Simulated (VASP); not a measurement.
# Be2C (Fm-3m) in VASP: notebook, part 2 of 2

VASP 6.6.1. Earlier steps stand in the parts before.

### Step 5. Single point, r2SCAN (volume changed by -6%)

The input, POSCAR:

```
Be2C
1.0
    0.0000000000      2.1163817293      2.1163817293
    2.1163817293      0.0000000000      2.1163817293
    2.1163817293      2.1163817293      0.0000000000
Be C
2 1
Direct
    0.7500000000      0.7500000000      0.7500000000
    0.2500000000      0.2500000000      0.2500000000
    0.0000000000      0.0000000000      0.0000000000
```

The input, INCAR.step1:

```
SYSTEM = Be2C
PREC     = Accurate       ! precision mode
ENCUT    = 660            ! plane-wave cutoff, eV
ISMEAR   = 0              ! smearing method
SIGMA    = 0.01           ! smearing width, eV
LREAL    = .False.        ! projectors in reciprocal space
LASPH    = .True.         ! aspherical terms in the spheres
NELM     = 120            ! most SCF steps
NBANDS   = 11             ! bands
GGA      = PE             ! functional
ALGO     = Normal         ! electronic algorithm
EDIFF    = 1E-5           ! SCF threshold, eV
LWAVE    = .True.         ! write WAVECAR
LCHARG   = .False.        ! write CHGCAR
GGA_COMPAT= .False.
```

The input, INCAR.step2:

```
SYSTEM = Be2C
PREC     = Accurate       ! precision mode
ENCUT    = 660            ! plane-wave cutoff, eV
EDIFF    = 1E-6           ! SCF threshold, eV
ISMEAR   = 0              ! smearing method
SIGMA    = 0.01           ! smearing width, eV
LREAL    = .False.        ! projectors in reciprocal space
LASPH    = .True.         ! aspherical terms in the spheres
NELM     = 120            ! most SCF steps
ALGO     = Normal         ! electronic algorithm
ISIF     = 2              ! what is computed and relaxed
LWAVE    = .False.        ! write WAVECAR
LCHARG   = .True.         ! write CHGCAR
METAGGA  = R2SCAN         ! meta-GGA
LMIXTAU  = .True.       
LELF     = .True.         ! ELF
LVHAR    = .True.       
NBANDS   = 11             ! bands
ISTART   = 1            
GGA_COMPAT= .False.
```

The input, KPOINTS:

```
Automatic mesh
0
Gamma
  8 8 8
  0 0 0
```

Started as:

```console
$ cat potpaw_PBE.64/Be/POTCAR potpaw_PBE.64/C/POTCAR > POTCAR
$ cp INCAR.step1 INCAR
$ mpirun -np 1 vasp_std > vasp.out
$ cp INCAR.step2 INCAR
$ mpirun -np 1 vasp_std > vasp.out
```

Wall time 79 s (1 thread of Intel Xeon 8259CL, shared host); peak memory 0.16 GiB.

It converged, with:

```yaml
Free_energy: -19.4160 eV
Pressure: 15.0 GPa
Band_gap_on_the_k_mesh: 1.56 eV, indirect (least direct gap 4.75 eV)
```

Levels at points of the mesh, in eV from the valence-band top:
| k point | band 1 | band 2 | band 3 | band 4 | band 5 | band 6 | band 7 | band 8 |
| --- | --- | --- | --- | --- | --- | --- | --- | --- |
| (0.00, 0.00, 0.00) | -16.45 | 0.00 | 0.00 | 0.00 | 4.75 | 4.75 | 4.75 | 8.21 |
| (0.50, 0.00, 0.00) | -13.33 | -9.52 | -2.01 | -2.01 | 5.67 | 5.67 | 8.33 | 11.26 |
| (0.50, 0.50, 0.00) | -12.50 | -7.39 | -5.20 | -5.20 | 1.56 | 6.66 | 15.17 | 15.17 |

Caveat: the PAW data sets were made with another functional, which shifts forces and pressure a little.

### Step 6. Single point, r2SCAN (volume changed by -3%)

The input, POSCAR:

```
Be2C
1.0
    0.0000000000      2.1386610690      2.1386610690
    2.1386610690      0.0000000000      2.1386610690
    2.1386610690      2.1386610690      0.0000000000
Be C
2 1
Direct
    0.7500000000      0.7500000000      0.7500000000
    0.2500000000      0.2500000000      0.2500000000
    0.0000000000      0.0000000000      0.0000000000
```

The input, INCAR.step1:

```
ALGO = Normal
EDIFF = 1E-5
ENCUT = 660
GGA = PE
GGA_COMPAT = F
ISMEAR = 0
LASPH = T
LCHARG = F
LREAL = F
LWAVE = T
NBANDS = 11
NELM = 120
PREC = Accurate
SIGMA = 0.01
```

The input, INCAR.step2:

```
ALGO = Normal
EDIFF = 1E-6
ENCUT = 660
GGA_COMPAT = F
ISIF = 2
ISMEAR = 0
ISTART = 1
LASPH = T
LCHARG = F
LMIXTAU = T
LREAL = F
LWAVE = F
METAGGA = R2SCAN
NBANDS = 11
NELM = 120
PREC = Accurate
SIGMA = 0.01
```

The input, KPOINTS:

```
k-points
0
Gamma
  8 8 8
```

Potentials or basis: VASP PAW PBE potentials, release 64 (Be, C).

Started as:

```console
$ cat potpaw_PBE.64/Be/POTCAR potpaw_PBE.64/C/POTCAR > POTCAR
$ cp INCAR.step1 INCAR
$ mpirun -np 1 vasp_std > vasp.out
$ cp INCAR.step2 INCAR
$ mpirun -np 1 vasp_std > vasp.out
```

OUTCAR:

```text
EDIFF = 1E-6
   ENCUT = 660
   ISIF = 2
   ISMEAR = 0
   ISTART = 1
   LASPH = T
   LREAL = F
   METAGGA = R2SCAN
   NELM = 120
   PREC = Accurate

 ion  position               nearest neighbor table
   1  0.750  0.750  0.750-   3 1.85   3 1.85   3 1.85   3 1.85   2 2.14   2 2.14   2 2.14   2 2.14
                             2 2.14   2 2.14
   2  0.250  0.250  0.250-   3 1.85   3 1.85   3 1.85   3 1.85   1 2.14   1 2.14   1 2.14   1 2.14
                             1 2.14   1 2.14
   3  0.000  0.000  0.000-   1 1.85   2 1.85   1 1.85   1 1.85   1 1.85   2 1.85   2 1.85   2 1.85

  LATTYP: Found a face centered cubic cell.
 ALAT       =     4.2773221380

  Lattice vectors:

 A1 = (   0.0000000000,   2.1386610690,   2.1386610690)
 A2 = (   2.1386610690,   0.0000000000,   2.1386610690)
 A3 = (   2.1386610690,   2.1386610690,   0.0000000000)

Analysis of symmetry for initial positions (statically):
=====================================================================
 Subroutine PRICEL returns:
 Original cell was already a primitive cell.

 Routine SETGRP: Setting up the symmetry group for a
 face centered cubic supercell.

 Subroutine GETGRP returns: Found 48 space group operations
 (whereof 48 operations were pure point group operations)
 out of a pool of 48 trial point group operations.

The static configuration has the point symmetry O_h .

Analysis of symmetry for dynamics (positions and initial velocities):
=====================================================================
 Subroutine PRICEL returns:
 Original cell was already a primitive cell.

 Routine SETGRP: Setting up the symmetry group for a
 face centered cubic supercell.

 Subroutine GETGRP returns: Found 48 space group operations
 (whereof 48 operations were pure point group operations)
 out of a pool of 48 trial point group operations.

The dynamic configuration has the point symmetry O_h .

 Subroutine INISYM returns: Found 48 space group operations
 (whereof 48 operations are pure point group operations),
 and found     1 'primitive' translations

[... 125 lines left out ...]
   LEPSILON=     F    determine dielectric tensor
   LRPA    =     F    only Hartree local field effects (RPA)
 non-spin polarized calculation
 Gauss-broadening in eV      SIGMA  =   0.01
  energy-cutoff  :      660.00
  volume of cell :       19.56
 maximum number of plane-waves:       769
 NGX is ok and might be reduce to    28
   NGX = 13   NGY = 13   NGZ = 13

 number of electron       8.0000000 magnetization

 Free energy of the ion-electron system (eV)
  ---------------------------------------------------
  ext. energy  EPLUGINS =         0.00000000
  ---------------------------------------------------
  free energy    TOTEN  =       -19.45917937 eV

  energy without entropy =      -19.45917937  energy(sigma->0) =      -19.45917937

 E-fermi :   8.2005     XC(G=0): -12.1759

 val. band max:        8.0676554579   @ k =   0.0000   0.0000   0.0000
 cond. band min:       9.6090263557   @ k =   0.5000   0.5000   0.0000
 fundamental gap:      1.5413708977
 Fermi energy:         8.2005462411

 k-point     1 :       0.0000    0.0000    0.0000
  band No.  band energies     occupation
      1      -8.1439      2.00000
      2       8.0677      2.00000
      3       8.0677      2.00000
      4       8.0677      2.00000
      5      12.7575      0.00000
      6      12.7575      0.00000
      7      12.7575      0.00000
      8      15.8954      0.00000
      9      22.7436      0.00000
     10      22.7436      0.00000
     11      22.7436      0.00000
[... 309 lines left out ...]
 k-point    24 :      -0.3750    0.2500    0.1250
  band No.  band energies     occupation
      1      -4.6099      2.00000
      2      -0.5053      2.00000
      3       3.6587      2.00000
      4       4.4538      2.00000
      5      13.8602      0.00000
      6      15.4492      0.00000
      7      18.9953      0.00000
      8      19.8680      0.00000
      9      21.4613      0.00000
     10      23.3008      0.00000
     11      27.4872      0.00000

 [... further k-points ...]

------------------------ aborting loop because EDIFF is reached ----------------------------------------

  FORCE on cell =-STRESS in cart. coord.  units (eV):
  Direction    XX          YY          ZZ          XY          YZ          ZX
  --------------------------------------------------------------------------------------
  -------------------------------------------------------------------------------------
  Total        0.9070830      0.9070830      0.9070830      0.0000000      0.0000000     -0.0000000
  in kB       74.2851007     74.2851007     74.2851007      0.0000000      0.0000000     -0.0000000
  external PRESSURE =      74.2851007 kB  Pullay stress =       0.0000000 kB

 VOLUME and BASIS-vectors are now :
 -----------------------------------------------------------------------------
  energy-cutoff  :      660.00
  volume of cell :       19.56
      direct lattice vectors                 reciprocal lattice vectors
     0.000000000  2.138661069  2.138661069    -0.233791136  0.233791136  0.233791136
     2.138661069  0.000000000  2.138661069     0.233791136 -0.233791136  0.233791136
     2.138661069  2.138661069  0.000000000     0.233791136  0.233791136 -0.233791136

 POSITION                                       TOTAL-FORCE (eV/Angst)
 -----------------------------------------------------------------------------------
      3.20799      3.20799      3.20799         0.000000      0.000000      0.000000
      1.06933      1.06933      1.06933        -0.000000     -0.000000     -0.000000
      0.00000      0.00000      0.00000         0.000000      0.000000     -0.000000
 -----------------------------------------------------------------------------------
    total drift:                               -0.000000     -0.000000      0.000000

  FREE ENERGIE OF THE ION-ELECTRON SYSTEM (eV)
  ---------------------------------------------------
  free  energy   TOTEN  =       -19.4591793705 eV

  energy  without entropy=      -19.4591793705  energy(sigma->0) =      -19.45917937
```

OUTCAR.step1:

```text
EDIFF = 1E-5
   ENCUT = 660
   GGA = PE
   ISMEAR = 0
[... 564 lines left out ...]
      3.20799      3.20799      3.20799        -0.000000     -0.000000     -0.000000
      1.06933      1.06933      1.06933         0.000000      0.000000     -0.000000
      0.00000      0.00000      0.00000         0.000000      0.000000      0.000000
 -----------------------------------------------------------------------------------
    total drift:                               -0.000000     -0.000000      0.000000

  FREE ENERGIE OF THE ION-ELECTRON SYSTEM (eV)
  ---------------------------------------------------
  free  energy   TOTEN  =       -17.4399535217 eV

  energy  without entropy=      -17.4399535217  energy(sigma->0) =      -17.43995352
```

Wall time 79 s (1 thread of Intel Xeon 8259CL, shared host); peak memory 0.16 GiB.

What came out:

| Item | Value |
| --- | --- |
| Free energy | -19.4592 eV |
| Pressure | 7.4 GPa |
| Band gap on the k mesh | 1.54 eV, indirect (least direct gap 4.69 eV) |

Levels at points of the mesh, in eV from the valence-band top:
```csv
k point,band 1,band 2,band 3,band 4,band 5,band 6,band 7,band 8
"(0.00, 0.00, 0.00)",-16.21,0.00,0.00,0.00,4.69,4.69,4.69,7.83
"(0.50, 0.00, 0.00)",-13.17,-9.31,-1.96,-1.96,5.61,5.61,7.96,11.04
"(0.50, 0.50, 0.00)",-12.34,-7.27,-5.06,-5.06,1.54,6.43,14.81,14.81
```

Caveat: the PAW data sets were made with another functional, which shifts forces and pressure a little.

### Step 7. Summary

| level | cell | k mesh | cutoff (eV) | gap on the mesh (eV) | pressure (GPa) |
| --- | --- | --- | --- | --- | --- |
| PBE | a = 3.091 Å, angles 60.0°, 3 atoms | 8 × 8 × 8 | 600 | 1.15 | -5.4 |
| PBE | a = 3.121 Å, angles 60.0°, 3 atoms | 8 × 8 × 8 | 600 | 1.13 | -10.4 |
| PBE | a = 3.055 Å, angles 60.0°, 3 atoms | 10 × 10 × 10 | 600 | 1.16 | 1.3 |
| r2SCAN | a = 2.993 Å, angles 60.0°, 3 atoms | 8 × 8 × 8 | 660 | 1.56 | 15.0 |
| r2SCAN | a = 3.025 Å, angles 60.0°, 3 atoms | 8 × 8 × 8 | 660 | 1.54 | 7.4 |

Alike in all rows: task single point; potentials or basis VASP PAW PBE potentials, release 64 (Be, C); no spin polarisation; smearing gaussian 0.01 eV.

Caveats: the PAW data sets were made with another functional, which shifts forces and pressure a little (some runs).

Total energies depend on the potentials used, so only differences within one code and one set of settings carry meaning.
